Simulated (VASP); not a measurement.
# BaTiO3 in VASP: a series of runs

Runs on BaTiO3. Level: LDA. Tasks: electric field gradients.

Program: VASP 6.6.1. These are calculated values, not measurements. Logs are shortened: lines on timing, memory, paths and dates and some standing lists are left out, and cuts for length are marked.

## 1. The cell of the first run

The structure is trigonal, space group R-3m (No. 166). Conventional cell: a = 5.639 Å, b = 5.639 Å, c = 7.010 Å, α = 90.00°, β = 90.00°, γ = 120.00°. Ba (site symmetry -3m) has 12 O at 2.82 to 2.85 Å and 8 Ti at 3.46 to 3.51 Å within 3.7 Å. Within 2.7 Å of Ti (site symmetry -3m) lie 6 O at 2.00 Å. Within 2.7 Å of O (site symmetry 2/m) lie 2 Ti at 2.00 Å.

## 2. Electric field gradients, LDA (equal xy, yz and zx shear strains of +1 %)

The input, INCAR:

```
PREC = Accurate
ENCUT = 520
EDIFF = 1E-8
ISMEAR = -1
SIGMA = 0.05
LREAL = False
LASPH = True
NELM = 100
ALGO = Normal
ISIF = 2
LWAVE = False
LCHARG = False
GGA = CA
LEFG = True
NBANDS = 28
```

The input, KPOINTS:

```
Automatic mesh
0
Gamma
  8 8 8
```

The input, POSCAR:

```
BaTiO3
1.0
    4.0073000000      0.0200365000      0.0200365000
    0.0200365000      4.0073000000      0.0200365000
    0.0200365000      0.0200365000      4.0073000000
Ba Ti O
1 1 3
Direct
    0.5000000000      0.5000000000      0.5000000000
    0.0000000000      0.0000000000      0.0000000000
    0.5000000000      0.0000000000      0.0000000000
    0.0000000000      0.5000000000      0.0000000000
    0.0000000000      0.0000000000      0.5000000000
```

Potentials or basis: VASP PAW LDA potentials, release 64 (Ba_sv, Ti_sv, O).

Run with:

```sh
> cat potpaw_LDA.64/Ba_sv/POTCAR potpaw_LDA.64/Ti_sv/POTCAR potpaw_LDA.64/O/POTCAR > POTCAR
> mpirun -np 1 vasp_std > vasp.out
```

OUTCAR:

```text
PREC = Accurate
   ENCUT = 520
   EDIFF = 1E-8
   ISMEAR = -1
   LREAL = False
   LASPH = True
   NELM = 100
   ISIF = 2
   GGA = CA

 ion  position               nearest neighbor table
   1  0.500  0.500  0.500-   3 2.82   4 2.82   3 2.82   5 2.82   4 2.82   5 2.82   3 2.85   3 2.85
                             4 2.85   5 2.85   4 2.85   5 2.85   2 3.46   2 3.46   2 3.46   2 3.46
   2  0.000  0.000  0.000-   3 2.00   4 2.00   5 2.00   5 2.00   4 2.00   3 2.00   1 3.46   1 3.46
                             1 3.46   1 3.46   1 3.46   1 3.46   1 3.51   1 3.51
   3  0.500  0.000  0.000-   2 2.00   2 2.00   1 2.82   1 2.82   1 2.85   1 2.85
   4  0.000  0.500  0.000-   2 2.00   2 2.00   1 2.82   1 2.82   1 2.85   1 2.85
   5  0.000  0.000  0.500-   2 2.00   2 2.00   1 2.82   1 2.82   1 2.85   1 2.85

  LATTYP: Found a trigonal (rhomboedric) cell.
 ALAT       =     4.0074001812
 COS(alpha) =     0.0100244988

  Lattice vectors:

 A1 = (   4.0073000000,   0.0200365000,   0.0200365000)
 A2 = (   0.0200365000,   4.0073000000,   0.0200365000)
 A3 = (   0.0200365000,   0.0200365000,   4.0073000000)

Analysis of symmetry for initial positions (statically):
=====================================================================
 Subroutine PRICEL returns:
 Original cell was already a primitive cell.

 Routine SETGRP: Setting up the symmetry group for a
 trigonal (rhombohedral) supercell.

 Subroutine GETGRP returns: Found 12 space group operations
 (whereof 12 operations were pure point group operations)
 out of a pool of 12 trial point group operations.

The static configuration has the point symmetry D_3d.

Analysis of symmetry for dynamics (positions and initial velocities):
=====================================================================
 Subroutine PRICEL returns:
 Original cell was already a primitive cell.

 Routine SETGRP: Setting up the symmetry group for a
 trigonal (rhombohedral) supercell.

 Subroutine GETGRP returns: Found 12 space group operations
 (whereof 12 operations were pure point group operations)
 out of a pool of 12 trial point group operations.

The dynamic configuration has the point symmetry D_3d.

 Subroutine INISYM returns: Found 12 space group operations
 (whereof 12 operations are pure point group operations),
 and found     1 'primitive' translations

----------------------------------------------------------------------------------------

                                     Primitive cell

  volume of cell :      64.3462

  direct lattice vectors                    reciprocal lattice vectors
     4.007300000  0.020036500  0.020036500     0.249556997 -0.001241577 -0.001241577
     0.020036500  4.007300000  0.020036500    -0.001241577  0.249556997 -0.001241577
     0.020036500  0.020036500  4.007300000    -0.001241577 -0.001241577  0.249556997

  length of vectors
     4.007400181  4.007400181  4.007400181     0.249563174  0.249563174  0.249563174

  position of ions in fractional coordinates (direct lattice)
     0.500000000  0.500000000  0.500000000
     0.000000000  0.000000000  0.000000000
     0.500000000  0.000000000  0.000000000
     0.000000000  0.500000000  0.000000000
     0.000000000  0.000000000  0.500000000

  ion indices of the primitive-cell ions
   primitive index   ion index
                 1           1
                 2           2
                 3           3
                 4           4
                 5           5

----------------------------------------------------------------------------------------

 KPOINTS: Automatic mesh

Automatic generation of k-mesh.
 Grid dimensions read from file:
 generate k-points for:    8    8    8

 Generating k-lattice:

  Cartesian coordinates                     Fractional coordinates (reciprocal lattice)
     0.031194625 -0.000155197 -0.000155197     0.125000000  0.000000000  0.000000000
    -0.000155197  0.031194625 -0.000155197     0.000000000  0.125000000  0.000000000
    -0.000155197 -0.000155197  0.031194625     0.000000000  0.000000000  0.125000000
[... 52 lines left out ...]
   LNONCOLLINEAR =      F non collinear calculations
   LSORBIT =      F    spin-orbit coupling
   LASPH  =      T    aspherical Exc in radial PAW
   ENCUT  =  520.0 eV  38.22 Ry    6.18 a.u.   7.45  7.45  7.45*2*pi/ulx,y,z
   NELM   =    100;   NELMIN=  2; NELMDL= -5     # of ELM steps
   EDIFF  = 0.1E-07   stopping-criterion for ELM
   LREAL  =      F    real-space projection
   EDIFFG = 0.1E-06   stopping-criterion for IOM
   NSW    =      0    number of steps for IOM
   IBRION =     -1    ionic relax: 0-MD 1-quasi-New 2-CG
   NFREE  =      0    steps in history (QN), initial steepest desc. (CG)
   ISIF   =      2    stress and relaxation
   ISYM   =      2    0-nonsym 1-usesym 2-fastsym
   POTIM  = 0.5000    time-step for ionic-motion
   TEBEG  =    0.0;   TEEND  =   0.0 temperature during run
   PSTRESS=    0.0 pullay stress
   NELECT =      40.0000    total number of electrons
   NUPDOWN=      -1.0000    fix difference up-down
   EMIN   =  10.00;   EMAX   =-10.00  energy-range for DOS
   EFERMI =   0.00;   METHOD = LEGACY
   ISMEAR =    -1;   SIGMA  =   0.05  broadening in eV -4-tet -1-fermi 0-gaus
   EFERMI_NEDOS =   21; number of points for ismear=-14 and -15
   IALGO  =     38    algorithm
   IMIX   =      4    mixing-type and parameters
     AMIX     =   0.40;   BMIX     =  1.00
     AMIX_MAG =   1.60;   BMIX_MAG =  1.00
  volume/ion in A,a.u.               =      12.87        86.85
  Fermi-wavevector in a.u.,A,eV,Ry     =   1.397185  2.640296 26.560271  1.952125
  Thomas-Fermi vector in A             =   2.520466
   LORBIT       =      0    0 simple, 1 ext, 2 COOP (PROOUT), +10 PAW based schemes
   GGA     = CA    functional components
   LHFCALC =     F    Hartree Fock is set to
   AEXX    =    0.0000 exact exchange contribution
   IVDW    =     0    specifies the selected vdW correction
   LEPSILON=     F    determine dielectric tensor
   LRPA    =     F    only Hartree local field effects (RPA)
 non-spin polarized calculation
  energy-cutoff  :      520.00
  volume of cell :       64.35
 maximum number of plane-waves:      1755
 NGX is ok and might be reduce to    30
   NGX = 15   NGY = 15   NGZ = 15

 number of electron      39.9999974 magnetization

 Free energy of the ion-electron system (eV)
  ---------------------------------------------------
  ext. energy  EPLUGINS =         0.00000000
  ---------------------------------------------------
  free energy    TOTEN  =       -44.08810279 eV

  energy without entropy =      -44.08810278  energy(sigma->0) =      -44.08810278

 E-fermi :   4.3354     XC(G=0): -11.7194

 val. band max:        3.5049133995   @ k =   0.5000   0.5000   0.5000
 cond. band min:       5.1269794562   @ k =   0.0000   0.0000   0.0000
 fundamental gap:      1.6220660568
 Fermi energy:         4.3354044528

 k-point     1 :       0.0000    0.0000    0.0000
  band No.  band energies     occupation
      1     -52.4050      2.00000
      2     -29.0212      2.00000
      3     -29.0212      2.00000
      4     -29.0096      2.00000
      5     -21.1686      2.00000
      6     -13.0775      2.00000
[... 733 lines left out ...]
     27      10.9269      0.00000
     28      12.0840      0.00000

 [... further k-points ...]

------------------------ aborting loop because EDIFF is reached ----------------------------------------

  FORCE on cell =-STRESS in cart. coord.  units (eV):
  Direction    XX          YY          ZZ          XY          YZ          ZX
  --------------------------------------------------------------------------------------
  -------------------------------------------------------------------------------------
  Total       -2.9754068     -2.9754068     -2.9754068     -0.4917720     -0.4917720     -0.4917720
  in kB      -74.0856039    -74.0856039    -74.0856039    -12.2447881    -12.2447881    -12.2447881
  external PRESSURE =     -74.0856039 kB  Pullay stress =       0.0000000 kB

 VOLUME and BASIS-vectors are now :
 -----------------------------------------------------------------------------
  energy-cutoff  :      520.00
  volume of cell :       64.35
      direct lattice vectors                 reciprocal lattice vectors
     4.007300000  0.020036500  0.020036500     0.249556997 -0.001241577 -0.001241577
     0.020036500  4.007300000  0.020036500    -0.001241577  0.249556997 -0.001241577
     0.020036500  0.020036500  4.007300000    -0.001241577 -0.001241577  0.249556997

 POSITION                                       TOTAL-FORCE (eV/Angst)
 -----------------------------------------------------------------------------------
      2.02369      2.02369      2.02369        -0.000000      0.000000     -0.000000
      0.00000      0.00000      0.00000        -0.000000      0.000000     -0.000000
      2.00365      0.01002      0.01002        -0.000000     -0.000000     -0.000000
      0.01002      2.00365      0.01002         0.000000      0.000000     -0.000000
      0.01002      0.01002      2.00365        -0.000000     -0.000000      0.000000
 -----------------------------------------------------------------------------------
    total drift:                                0.000000     -0.000000      0.000000

  FREE ENERGIE OF THE ION-ELECTRON SYSTEM (eV)
  ---------------------------------------------------
  free  energy   TOTEN  =       -44.0881027852 eV

  energy  without entropy=      -44.0881027790  energy(sigma->0) =      -44.08810278

 Electric field gradients (V/A^2)
---------------------------------------------------------------------
 ion       V_xx      V_yy      V_zz      V_xy      V_xz      V_yz
---------------------------------------------------------------------
   1      -0.000    -0.000    -0.000     7.063     7.063     7.063
   2       0.000     0.000    -0.000    -1.867    -1.867    -1.867
   3      21.731   -10.865   -10.865     1.338     1.338    -0.006
   4     -10.865    21.731   -10.865     1.338    -0.006     1.338
   5     -10.865   -10.865    21.731    -0.006     1.338     1.338
---------------------------------------------------------------------

 Electric field gradients after diagonalization (V/A^2)
 (convention: |V_zz| > |V_xx| > |V_yy|)
----------------------------------------------------------------------
 ion       V_xx      V_yy      V_zz     asymmetry (V_yy - V_xx)/ V_zz
----------------------------------------------------------------------
   1      -7.063    -7.063    14.127       0.000
   2       1.867     1.867    -3.734       0.000
   3     -10.981   -10.860    21.840       0.006
   4     -10.981   -10.860    21.840       0.006
   5     -10.981   -10.860    21.840       0.006
----------------------------------------------------------------------

           NMR quadrupolar parameters

 Cq : quadrupolar parameter    Cq=e*Q*V_zz/h
 eta: asymmetry parameters     (V_yy - V_xx)/ V_zz
 Q  : nuclear electric quadrupole moment in mb (millibarn)
----------------------------------------------------------------------
 ion       Cq(MHz)       eta       Q (mb)
----------------------------------------------------------------------
   1       0.034       0.000       1.000
   2      -0.009       0.000       1.000
   3       0.053       0.006       1.000
   4       0.053       0.006       1.000
   5       0.053       0.006       1.000
----------------------------------------------------------------------
```

Run time: 65 s. Hardware: 1 thread of Intel Xeon Platinum 8559C (Emerald Rapids), shared host; peak memory 0.23 GiB.

What came out:

- Free energy: -44.0881 eV
- Pressure: -7.4 GPa
- Band gap on the k mesh: 1.62 eV (least direct gap 1.75 eV)
- Largest electric field gradient by atom: Ba +14.1; Ti -3.7; O +21.8 V/Å²

Electric field gradients, principal values (V/Å²):
| atom | least | middle | greatest (by size) |
| --- | --- | --- | --- |
| 1 Ba | -7.063 | -7.063 | 14.127 |
| 2 Ti | 1.867 | 1.867 | -3.734 |
| 3 O | -10.860 | -10.981 | 21.840 |
| 4 O | -10.860 | -10.981 | 21.840 |
| 5 O | -10.860 | -10.981 | 21.840 |

Caveat: the cell differs from its parent crystal (equal xy, yz and zx shear strains of +1 %); the cell stands under tension; without QUAD_EFG the Cq values of the log hold for a quadrupole moment of 1 mb, not for the nuclei; spin-orbit coupling is left out, which moves the levels of the heavy elements.

(Continued in part 2 of 2.)
